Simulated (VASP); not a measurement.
Here is a VASP 6.6.1 calculation.

INCAR

```
SYSTEM = CrO2
  ALGO = Normal
  EDIFF = 1E-6
  ENCUT = 520
  GGA = PE
  ISIF = 2
  ISMEAR = 0
  ISPIN = 2
  LASPH = .True.
  LCHARG = .False.
  LMAXMIX = 4
  LORBIT = 11
  LREAL = .False.
  LWAVE = .False.
  MAGMOM = 2.05 0 0
  NBANDS = 23
  NELM = 150
  PREC = Accurate
  SIGMA = 0.02
```

Contents of KPOINTS:

```
k-points
0
Gamma
  14 14 14
  0 0 0
```

File POSCAR:

```
CrO2
1.0
    0.0000000000      2.3541288082      2.3541288082
    2.3541288082      0.0000000000      2.3541288082
    2.3541288082      2.3541288082      0.0000000000
Cr O
1 2
Direct
    0.0000000000      0.0000000000      0.0000000000
    0.2500000000      0.2500000000      0.2500000000
    0.7500000000      0.7500000000      0.7500000000
```

Potentials or basis: VASP PAW PBE potentials, release 64 (Cr_pv, O).

The run is started by

```sh
$ cat potpaw_PBE.64/Cr_pv/POTCAR potpaw_PBE.64/O/POTCAR > POTCAR
$ mpirun -np 1 vasp_std > vasp.out
```

Q: Predict the site moments.

A: Cr +2.17; O -0.11 μB.

Q: Estimate the net moment.

A: 2.00 μB per cell.

Q: Estimate the pressure.

A: 0.8 GPa.

Q: Predict the band gap on the k mesh.

A: 0.50 eV (least direct gap 0.52 eV).

Caveat: an empty level that is flat over the whole mesh can mark a ghost state of the potentials, or a narrow d or f band; a cell with one magnetic atom can't hold antiferromagnetic order, which such compounds often take. A k mesh can miss the band edges.
